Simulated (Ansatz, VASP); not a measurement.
# Two plane-wave programs on Mo

The input INCAR:

```
PREC     = Accurate       # precision mode
ENCUT    = 520            # plane-wave cutoff, eV
EDIFF    = 1E-6           # SCF threshold, eV
ISMEAR   = 0              # smearing method
SIGMA    = 0.15           # smearing width, eV
LREAL    = False          # projectors in reciprocal space
LASPH    = True           # aspherical terms in the spheres
NELM     = 60             # most SCF steps
ALGO     = Fast           # electronic algorithm
ISIF     = 2              # what is computed and relaxed
LWAVE    = False          # write WAVECAR
LCHARG   = False          # write CHGCAR
GGA      = PE             # functional
NBANDS   = 13             # bands
```

KPOINTS

```
Automatic mesh
0
Gamma
  22 22 22
```

The input POSCAR:

```
Mo
1.0
   -1.6966800000      1.6966800000      1.6338400000
    1.6966800000     -1.6966800000      1.6338400000
    1.6966800000      1.6966800000     -1.6338400000
Mo
1
Direct
    0.0000000000      0.0000000000      0.0000000000
```

Input for Ansatz:

```yaml
crystal:
  lattice:
    - [-1.69668, 1.69668, 1.63384]
    - [1.69668, -1.69668, 1.63384]
    - [1.69668, 1.69668, -1.63384]
  atoms:
    - { symbol: Mo, position: [0.0, 0.0, 0.0] }
basis:
  ecutwfc: 420
kpoints:
  mp_grid: { grid: [22, 22, 22] }
hamiltonian:
  xc: pbe
scf:
  occupations: { method: gaussian, width: 0.15 }
output:
  forces: true
  stress: true
  eigenvalues: true
```

Change from the starting cell: strain +0.080 along x and y, +0.040 along z, atoms carried along.

Alike in both runs: task single point; functional PBE; k mesh 22 × 22 × 22; occupations gaussian, width 0.15 eV; no spin polarisation.

```csv
,VASP,Ansatz
version,VASP 6.6.1,Ansatz 0.2.0
potentials or method,"VASP PAW PBE potentials, release 64 (Mo_sv), cutoff 520 eV","scalar-relativistic, plane waves, PAW"
valence electrons in the cell,14,14
```

VASP gave:

- gap on the k mesh at the Fermi level (eV): none
- pressure (GPa): -30.6
- traceless stress, the component that is largest in VASP (GPa): 5.02

**Question.** What did Ansatz give for the same quantities?

**Answer.** gap on the k mesh at the Fermi level (eV): none; pressure (GPa): -30.9; traceless stress, the component that is largest in VASP (GPa): 5.02.

A gap of «none» marks a metal or a gap that the smearing closes. Both programs put the cell under strong tension, so it lies far from rest at this level. With one functional, cell and mesh, what is left measures potentials, basis and numerics.

Noted on VASP's run: the cell as given lies far from equilibrium.
